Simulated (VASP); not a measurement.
A run of VASP 6.6.1 is set up as follows.

The input INCAR:

```
SYSTEM = C
ALGO     = Normal         ! electronic algorithm
EDIFF    = 1E-6           ! SCF threshold, eV
ENCUT    = 520            ! plane-wave cutoff, eV
GGA      = CA             ! functional
GGA_COMPAT= .False.      
ISIF     = 2              ! what is computed and relaxed
ISMEAR   = -1             ! smearing method
LASPH    = .True.         ! aspherical terms in the spheres
LCHARG   = .False.        ! write CHGCAR
LREAL    = Auto         
LWAVE    = .False.        ! write WAVECAR
NBANDS   = 88             ! bands
NELM     = 120            ! most SCF steps
PREC     = Accurate       ! precision mode
SIGMA    = 0.01           ! smearing width, eV
```

Contents of KPOINTS:

```
Automatic mesh
0
Gamma
  1 1 1
  0.25 0.25 0.25
```

POSCAR

```
C
1.0
   -3.5715719948      3.5715719948      3.5715719948
    3.5715719948     -3.5715719948      3.5715719948
    3.5715719948      3.5715719948     -3.5715719948
C
33
Direct
    0.0094380434      0.0060360028      0.0092340613
   -0.0004720447      0.2457298530      0.7454407822
    0.0005868043      0.4950768773      0.4971213127
   -0.0093180561      0.7489760812      0.2475271140
    0.2643262913      0.0043906731      0.7529671626
    0.2488716907      0.2543008256      0.5046459349
    0.2058710889      0.4870828690      0.2227043119
    0.2477159688      0.7510899677     -0.0074358809
    0.4847457994      0.0129517287      0.4697108890
    0.5023686657      0.2622347808      0.2488190341
    0.4977668804      0.4956507149      0.0108081748
    0.5152547241      0.7340897687      0.7790784314
    0.7511963615      0.0049357395      0.2563296608
    0.7357875340      0.2378238713     -0.0090147481
    0.7523922874      0.4940373473      0.7542998415
    0.7943086741      0.7660031165      0.5321139813
    0.0270888861      0.0103779313      0.7644594708
    0.0000419508      0.2500058771      0.5008797894
   -0.0269416933      0.4865535052      0.2342242851
    0.0000515883      0.7500331176      0.0009036455
    0.2445694795      0.0052633760      0.4950553258
    0.2517482512      0.2611747022      0.2560850812
    0.2389806970      0.4947922926     -0.0098328904
    0.2560087067      0.7465149049      0.7457005093
    0.4968271105      0.0135014133      0.2373748961
    0.5000585602      0.2500171959      0.0008818652
    0.5032294951      0.4897054217      0.7675869771
    0.4105188573      0.7500080841      0.4111183259
    0.7555150077     -0.0003296210      0.0115952877
    0.7440782516      0.2388881165      0.7414345774
    0.7611570151      0.5003402537      0.5067352137
    0.7483775406      0.7535178544      0.2603553661
    0.5896643299      0.7496414381      0.5904001384
```

Potentials or basis: VASP PAW LDA potentials, release 64 (C).

The run is started by

```sh
$ cat potpaw_LDA.64/C/POTCAR > POTCAR
$ mpirun -np 1 vasp_std > vasp.out
```

Q: Estimate the band gap on the k mesh.

A: 0.85 eV.

Q: Predict the pressure.

A: 11.2 GPa.

Q: Predict the largest force.

A: 0.053 eV/Å.

Forces in eV/Å, atoms in the order of the input:
```
C    0.000  0.011  0.006
C    0.006  0.003  0.007
C   -0.001 -0.008 -0.008
C   -0.002 -0.015 -0.004
C    0.010 -0.001 -0.005
C    0.000  0.012 -0.008
C    0.016  0.017  0.017
C   -0.003 -0.013  0.009
C   -0.039  0.022  0.004
C   -0.010  0.002 -0.009
C   -0.011 -0.004  0.003
C   -0.046 -0.007  0.015
C    0.000 -0.009  0.007
C    0.010  0.003  0.004
C   -0.001  0.011 -0.010
C    0.026 -0.012 -0.021
C    0.001 -0.006 -0.016
C    0.003  0.005 -0.003
C    0.003 -0.001  0.015
C    0.002  0.003 -0.002
C   -0.004 -0.003  0.004
C   -0.005 -0.022 -0.007
C    0.011 -0.005 -0.013
C    0.008  0.016 -0.004
C   -0.007  0.001 -0.015
C    0.007  0.007 -0.004
C   -0.004 -0.001  0.021
C    0.006  0.032 -0.019
C   -0.008  0.003 -0.008
C    0.007 -0.016  0.005
C    0.010  0.000  0.014
C   -0.006  0.021  0.011
C    0.020 -0.046  0.016
```

Caveat: the k points lie up to 1.24 Å⁻¹ apart.
